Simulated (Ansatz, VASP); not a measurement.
**WC: VASP beside Ansatz**

```
W C
1.0
     2.91916    0.00000    0.00000
    -1.45958    2.52807    0.00000
     0.00000    0.00000    2.84906
W C
1 1
Direct
  0.00000 0.00000 0.00000
  0.66667 0.33333 0.50000
```

Alike in both runs: functional r2SCAN; k mesh 10 × 10 × 9; no spin polarisation.

Ansatz relaxed the structure, and its values are those at the end. VASP's run is a single point on that final structure, the one shown.

|  | VASP | Ansatz |
| --- | --- | --- |
| version | VASP 6.6.1 | Ansatz 0.2.0 |
| potentials or method | VASP PAW PBE potentials, release 64 (W_sv, C), cutoff 660 eV | PAW plane waves |
| occupations | methfessel-paxton of order 1, width 0.02 eV | cold, width 0.02 eV |
| valence electrons in the cell | 18 | 18 |

```tsv
	VASP	Ansatz	Ansatz less VASP
pressure (GPa)	-2.2	-3.9	-1.67
```

VASP's potentials were made for PBE, not for r2SCAN. Ansatz's warnings: stress scf threshold loose, structure snapped to symmetry.

Neither program's run includes spin-orbit coupling.
